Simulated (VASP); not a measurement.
Wanted: the native input for a VASP 6.6.1 run.

```
Task                   : single point
Functional             : PBE
Potentials or basis    : VASP PAW PBE potentials, release 64 (Hf_pv, S)
Cutoff                 : 500 eV
k mesh                 : 3 × 3 × 2
Occupations            : fermi-dirac, width 0.01 eV
Spin                   : no spin polarisation
Dipole correction      : no
Further INCAR settings : ALGO = Normal; EDIFF = 1e-06; NBANDS = 18
```

The structure of HfS2 lies in POSCAR:

```
HfS2
1.0
    3.6396640000      0.0000000000      0.0000000000
   -1.8198320000      3.1520420000      0.0000000000
    0.0000000000      0.0000000000      6.0555620000
Hf S
1 2
Direct
    0.0000000000      0.0000000000      0.0000000000
    0.6666666667      0.3333333333      0.7639520000
    0.3333333333      0.6666666667      0.2360480000
```

One way to write it, as run:

INCAR

```
SYSTEM = HfS2
PREC = Accurate
ENCUT = 500
EDIFF = 1E-6
ISMEAR = -1
SIGMA = 0.01
LREAL = .False.
LASPH = .True.
NELM = 120
ALGO = Normal
ISIF = 2
LWAVE = .False.
LCHARG = .False.
GGA = PE
NBANDS = 18
GGA_COMPAT = .False.
```

KPOINTS

```
regular mesh
0
Gamma
  3 3 2
  0 0 0
```

Potentials or basis: VASP PAW PBE potentials, release 64 (Hf_pv, S).

Launch:

```console
$ cat potpaw_PBE.64/Hf_pv/POTCAR potpaw_PBE.64/S/POTCAR > POTCAR
$ mpirun -np 1 vasp_std > vasp.out
```

Results of the run:

| Quantity | Value |
| --- | --- |
| Pressure | 2.1 GPa |
| Largest force | 0.019 eV/Å |
| Band gap on the k mesh | 1.37 eV, indirect (least direct gap 2.00 eV) |

Caveat: the k points lie up to 0.66 Å⁻¹ apart; spin-orbit coupling is left out, which moves the levels of the heavy elements; this functional lacks dispersion, which binds the layers, so the pressure and a relaxed spacing across them are unreliable.

Run time: 14 s on 1 thread of Intel Xeon 8259CL, with other jobs on the host, peak memory 0.18 GiB.
